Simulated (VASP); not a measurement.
# TaN (P-6m2) in VASP: single point with LDA

Aim: the single point of TaN with LDA.

Everything below comes from runs of VASP 6.6.1. Logs are shortened: lines on timing, memory, paths and dates and some standing lists are left out, and cuts for length are marked.

## Step 1: The cell of the first run

The structure is hexagonal, space group P-6m2 (No. 187). Conventional cell: a = 2.907 Å, b = 2.907 Å, c = 2.851 Å, α = 90.00°, β = 90.00°, γ = 120.00°. Within 3.0 Å of Ta (site symmetry -6m2) lie 6 N at 2.20 Å and 8 Ta at 2.85 to 2.91 Å. N (site symmetry -6m2) has 6 Ta at 2.20 Å and 8 N at 2.85 to 2.91 Å within 3.0 Å.

## Step 2: Single point, LDA

INCAR

```
PREC = Accurate
ENCUT = 700
EDIFF = 1E-6
ISMEAR = -1
SIGMA = 0.15
LREAL = F
LASPH = T
NELM = 120
ALGO = Normal
ISIF = 2
LWAVE = F
LCHARG = F
GGA = CA
NBANDS = 16
GGA_COMPAT = F
```

KPOINTS

```
regular mesh
0
Gamma
  24 24 20
```

POSCAR

```
TaN
1.0
    2.9068475670      0.0000000000      0.0000000000
   -1.4534237835      2.5174038380      0.0000000000
    0.0000000000      0.0000000000      2.8507712992
Ta N
1 1
Direct
    0.0000000000      0.0000000000      0.5000000000
    0.6666666667      0.3333333333      0.0000000000
```

Potentials or basis: VASP PAW LDA potentials, release 64 (Ta_sv_GW, N).

On the command line:

```
$ cat potpaw_LDA.64/Ta_sv_GW/POTCAR potpaw_LDA.64/N/POTCAR > POTCAR
$ mpirun -np 1 vasp_std > vasp.out
```

OUTCAR:

```text
PREC = Accurate
   ENCUT = 700
   EDIFF = 1E-6
   ISMEAR = -1
   LREAL = F
   LASPH = T
   NELM = 120
   ISIF = 2
   GGA = CA

 ion  position               nearest neighbor table
   1  0.000  0.000  0.500-   2 2.20   2 2.20   2 2.20   2 2.20   2 2.20   2 2.20
   2  0.667  0.333  0.000-   1 2.20   1 2.20   1 2.20   1 2.20   1 2.20   1 2.20

  LATTYP: Found a hexagonal cell.
 ALAT       =     2.9068475670
 C/A-ratio  =     0.9807089066

  Lattice vectors:

 A1 = (   2.9068475670,   0.0000000000,   0.0000000000)
 A2 = (  -1.4534237835,   2.5174038380,   0.0000000000)
 A3 = (   0.0000000000,   0.0000000000,   2.8507712992)

Analysis of symmetry for initial positions (statically):
=====================================================================
 Subroutine PRICEL returns:
 Original cell was already a primitive cell.

 Routine SETGRP: Setting up the symmetry group for a
 hexagonal supercell.

 Subroutine GETGRP returns: Found 12 space group operations
 (whereof 12 operations were pure point group operations)
 out of a pool of 24 trial point group operations.

The static configuration has the point symmetry D_3h.

Analysis of symmetry for dynamics (positions and initial velocities):
=====================================================================
 Subroutine PRICEL returns:
 Original cell was already a primitive cell.

 Routine SETGRP: Setting up the symmetry group for a
 hexagonal supercell.

 Subroutine GETGRP returns: Found 12 space group operations
 (whereof 12 operations were pure point group operations)
 out of a pool of 24 trial point group operations.

The dynamic configuration has the point symmetry D_3h.

 Subroutine INISYM returns: Found 12 space group operations
 (whereof 12 operations are pure point group operations),
 and found     1 'primitive' translations

----------------------------------------------------------------------------------------

                                     Primitive cell

  volume of cell :      20.8611

  direct lattice vectors                    reciprocal lattice vectors
     2.906847567  0.000000000  0.000000000     0.344015287  0.198617319  0.000000000
    -1.453423783  2.517403838  0.000000000     0.000000000  0.397234637  0.000000000
     0.000000000  0.000000000  2.850771299     0.000000000  0.000000000  0.350782260

  length of vectors
     2.906847567  2.906847567  2.850771299     0.397234637  0.397234637  0.350782260

  position of ions in fractional coordinates (direct lattice)
     0.000000000  0.000000000  0.500000000
     0.666666667  0.333333333  0.000000000

  ion indices of the primitive-cell ions
   primitive index   ion index
                 1           1
                 2           2

----------------------------------------------------------------------------------------

 KPOINTS: regular mesh

Automatic generation of k-mesh.
 Grid dimensions read from file:
 generate k-points for:   24   24   20

 Generating k-lattice:

  Cartesian coordinates                     Fractional coordinates (reciprocal lattice)
     0.014333970  0.008275722  0.000000000     0.041666667  0.000000000  0.000000000
     0.000000000  0.016551443  0.000000000     0.000000000  0.041666667  0.000000000
     0.000000000  0.000000000  0.017539113     0.000000000  0.000000000  0.050000000

  Length of vectors
     0.016551443  0.016551443  0.017539113

  Shift w.r.t. Gamma in fractional coordinates (k-lattice)
     0.000000000  0.000000000  0.000000000

 Subroutine IBZKPT returns following result:
 ===========================================

 Found    671 irreducible k-points:

 Following reciprocal coordinates:
            Coordinates               Weight
  0.000000  0.000000  0.000000      1.000000
  0.041667  0.000000  0.000000      6.000000
  0.083333  0.000000  0.000000      6.000000
  0.125000  0.000000  0.000000      6.000000
  0.166667  0.000000  0.000000      6.000000
  0.208333  0.000000  0.000000      6.000000
[... 16 lines left out ...]
  0.416667  0.041667  0.000000     12.000000
  0.458333  0.041667  0.000000     12.000000
 [... further k-points ...]
   k-points           NKPTS =    671   k-points in BZ     NKDIM =    671   number of bands    NBANDS=     16
   number of dos      NEDOS =    301   number of ions     NIONS =      2
   total plane-waves  NPLWV =  21952
   dimension x,y,z NGX =    28 NGY =   28 NGZ =   28
   dimension x,y,z NGXF=    56 NGYF=   56 NGZF=   56
   ions per type =               1   1
   NGX,Y,Z   is equivalent  to a cutoff of  16.01, 16.01, 16.33 a.u.
   NGXF,Y,Z  is equivalent  to a cutoff of  32.03, 32.03, 32.66 a.u.
 SYSTEM =  unknown system
   PREC   = accura    normal or accurate (medium, high low for compatibility)
   ISTART =      0    job   : 0-new  1-cont  2-samecut
   ICHARG =      2    charge: 1-file 2-atom 10-const
   ISPIN  =      1    spin polarized calculation?
   LNONCOLLINEAR =      F non collinear calculations
   LSORBIT =      F    spin-orbit coupling
   LASPH  =      T    aspherical Exc in radial PAW
   ENCUT  =  700.0 eV  51.45 Ry    7.17 a.u.   6.27  6.27  6.15*2*pi/ulx,y,z
   NELM   =    120;   NELMIN=  2; NELMDL= -5     # of ELM steps
   EDIFF  = 0.1E-05   stopping-criterion for ELM
   LREAL  =      F    real-space projection
[... 7 lines left out ...]
   TEBEG  =    0.0;   TEEND  =   0.0 temperature during run
   PSTRESS=    0.0 pullay stress
   NELECT =      18.0000    total number of electrons
   NUPDOWN=      -1.0000    fix difference up-down
   EMIN   =  10.00;   EMAX   =-10.00  energy-range for DOS
   EFERMI =   0.00;   METHOD = LEGACY
   ISMEAR =    -1;   SIGMA  =   0.15  broadening in eV -4-tet -1-fermi 0-gaus
   EFERMI_NEDOS =   21; number of points for ismear=-14 and -15
   IALGO  =     38    algorithm
   IMIX   =      4    mixing-type and parameters
     AMIX     =   0.40;   BMIX     =  1.00
     AMIX_MAG =   1.60;   BMIX_MAG =  1.00
  volume/ion in A,a.u.               =      10.43        70.39
  Fermi-wavevector in a.u.,A,eV,Ry     =   1.558547  2.945226 33.049475  2.429068
  Thomas-Fermi vector in A             =   2.662035
   LORBIT       =      0    0 simple, 1 ext, 2 COOP (PROOUT), +10 PAW based schemes
   GGA     = CA    functional components
   LHFCALC =     F    Hartree Fock is set to
   AEXX    =    0.0000 exact exchange contribution
   IVDW    =     0    specifies the selected vdW correction
   LEPSILON=     F    determine dielectric tensor
   LRPA    =     F    only Hartree local field effects (RPA)
 non-spin polarized calculation
  energy-cutoff  :      700.00
  volume of cell :       20.86
 maximum number of plane-waves:       894
 NGX is ok and might be reduce to    28
   NGX = 13   NGY = 13   NGZ = 13

 number of electron      18.0000000 magnetization

 Free energy of the ion-electron system (eV)
  ---------------------------------------------------
  ext. energy  EPLUGINS =         0.00000000
  ---------------------------------------------------
  free energy    TOTEN  =       -27.23369677 eV

  energy without entropy =      -27.22276807  energy(sigma->0) =      -27.22823242

 E-fermi :  12.6581     XC(G=0): -14.1639

 val. band max:       12.6281941233   @ k =   0.0417   0.0000   0.4000
 cond. band min:      12.6833700441   @ k =   0.0417   0.0417   0.5000
 fundamental gap:      0.0551759208
 Fermi energy:        12.6580679917

 k-point     1 :       0.0000    0.0000    0.0000
  band No.  band energies     occupation
      1     -55.4018      2.00000
      2     -21.9136      2.00000
      3     -21.6374      2.00000
      4     -21.6374      2.00000
      5      -5.1491      2.00000
      6       7.9183      2.00000
[... 8 lines left out ...]
     15      25.8120      0.00000
     16      29.0578      0.00000

 k-point     2 :       0.0417    0.0000    0.0000
  band No.  band energies     occupation
      1     -55.4003      2.00000
      2     -21.9108      2.00000
      3     -21.6594      2.00000
      4     -21.6420      2.00000
      5      -5.1099      2.00000
      6       7.7936      2.00000
[... 8 lines left out ...]
     15      25.8076      0.00000
     16      29.1320      0.00000

 k-point     3 :       0.0833    0.0000    0.0000
  band No.  band energies     occupation
      1     -55.3958      2.00000
      2     -21.9027      2.00000
      3     -21.7235      2.00000
      4     -21.6556      2.00000
      5      -4.9948      2.00000
      6       7.4850      2.00000
[... 8 lines left out ...]
     15      25.7925      0.00000
     16      29.3484      0.00000

 k-point     4 :       0.1250    0.0000    0.0000
  band No.  band energies     occupation
      1     -55.3886      2.00000
      2     -21.8897      2.00000
      3     -21.8240      2.00000
      4     -21.6771      2.00000
      5      -4.8112      2.00000
      6       7.0654      2.00000
[... 8 lines left out ...]
     15      25.7721      0.00000
     16      29.6968      0.00000

 k-point     5 :       0.1667    0.0000    0.0000
  band No.  band energies     occupation
      1     -55.3792      2.00000
      2     -21.9526      2.00000
      3     -21.8726      2.00000
      4     -21.7050      2.00000
      5      -4.5703      2.00000
      6       6.5921      2.00000
[... 8 lines left out ...]
     15      25.7709      0.00000
     16      30.1585      0.00000

 k-point     6 :       0.2083    0.0000    0.0000
  band No.  band energies     occupation
      1     -55.3682      2.00000
      2     -22.0990      2.00000
      3     -21.8527      2.00000
      4     -21.7372      2.00000
      5      -4.2867      2.00000
      6       6.1099      2.00000
[... 8 lines left out ...]
     15      25.8245      0.00000
     16      30.1111      0.00000
[... 267 lines left out ...]
 k-point    21 :       0.3333    0.0417    0.0000
  band No.  band energies     occupation
      1     -55.3282      2.00000
      2     -22.5978      2.00000
      3     -21.8630      2.00000
      4     -21.7795      2.00000
      5      -3.2019      2.00000
      6       4.7306      2.00000
[... 8 lines left out ...]
     15      26.3238      0.00000
     16      28.7743      0.00000

 k-point    22 :       0.3750    0.0417    0.0000
  band No.  band energies     occupation
      1     -55.3198      2.00000
      2     -22.6979      2.00000
      3     -21.8878      2.00000
      4     -21.7641      2.00000
      5      -2.9611      2.00000
      6       4.4846      2.00000
[... 8 lines left out ...]
     15      25.8250      0.00000
     16      28.4757      0.00000

 k-point    23 :       0.4167    0.0417    0.0000
  band No.  band energies     occupation
      1     -55.3139      2.00000
      2     -22.7677      2.00000
      3     -21.9053      2.00000
      4     -21.7532      2.00000
      5      -2.7864      2.00000
      6       4.3166      2.00000
[... 8 lines left out ...]
     15      25.0090      0.00000
     16      28.5997      0.00000

 k-point    24 :       0.4583    0.0417    0.0000
  band No.  band energies     occupation
      1     -55.3108      2.00000
      2     -22.8036      2.00000
      3     -21.9143      2.00000
      4     -21.7476      2.00000
      5      -2.6943      2.00000
      6       4.2312      2.00000
[... 8 lines left out ...]
     15      24.4086      0.00000
     16      28.7464      0.00000

 [... further k-points ...]
[... 5 lines left out ...]
  --------------------------------------------------------------------------------------
  -------------------------------------------------------------------------------------
  Total        0.1485312      0.1485312      0.1674108     -0.0000000     -0.0000000      0.0000000
  in kB       11.4075074     11.4075074     12.8574974     -0.0000000     -0.0000000      0.0000000
  external PRESSURE =      11.8908374 kB  Pullay stress =       0.0000000 kB

 VOLUME and BASIS-vectors are now :
 -----------------------------------------------------------------------------
  energy-cutoff  :      700.00
  volume of cell :       20.86
      direct lattice vectors                 reciprocal lattice vectors
     2.906847567  0.000000000  0.000000000     0.344015287  0.198617319  0.000000000
    -1.453423783  2.517403838  0.000000000     0.000000000  0.397234637  0.000000000
     0.000000000  0.000000000  2.850771299     0.000000000  0.000000000  0.350782260

 POSITION                                       TOTAL-FORCE (eV/Angst)
 -----------------------------------------------------------------------------------
      0.00000      0.00000      1.42539        -0.000000     -0.000000      0.000000
      1.45342      0.83913      0.00000         0.000000      0.000000      0.000000
 -----------------------------------------------------------------------------------
    total drift:                               -0.000000      0.000000      0.000000

  FREE ENERGIE OF THE ION-ELECTRON SYSTEM (eV)
  ---------------------------------------------------
  free  energy   TOTEN  =       -27.2336967721 eV

  energy  without entropy=      -27.2227680693  energy(sigma->0) =      -27.22823242
```

Wall time 6 min (1 thread of Intel Xeon Platinum 8259CL at 2.50GHz (Skylake/Cascade Lake), shared host); peak memory 0.47 GiB.

What came out:

* Free energy: -27.2337 eV
* Pressure: 1.2 GPa
* Band gap on the k mesh: zero (bands 9 and 10 overlap by 0.51 eV)

Levels at points of the mesh, in eV from the Fermi level:
```csv
k point,band 5,band 6,band 7,band 8,band 9,band 10,band 11,band 12,band 13,band 14
"(0.00, 0.00, 0.00)",-17.81,-4.74,-4.74,-4.39,-2.96,2.54,3.68,3.68,4.09,4.09
"(0.50, 0.00, 0.00)",-15.36,-8.46,-5.39,-3.65,-3.23,3.04,4.17,5.31,5.47,7.80
"(0.00, 0.00, 0.50)",-14.92,-9.54,-3.90,-3.90,-0.17,-0.17,2.48,3.31,3.31,8.52
"(0.50, 0.00, 0.50)",-15.76,-7.52,-6.29,-5.92,-0.25,4.38,5.54,6.32,7.30,10.60
```

Caveat: spin-orbit coupling is left out, which moves the levels of the heavy elements.

The gap in the log of VASP goes by the Fermi energy; the results here count the filled bands.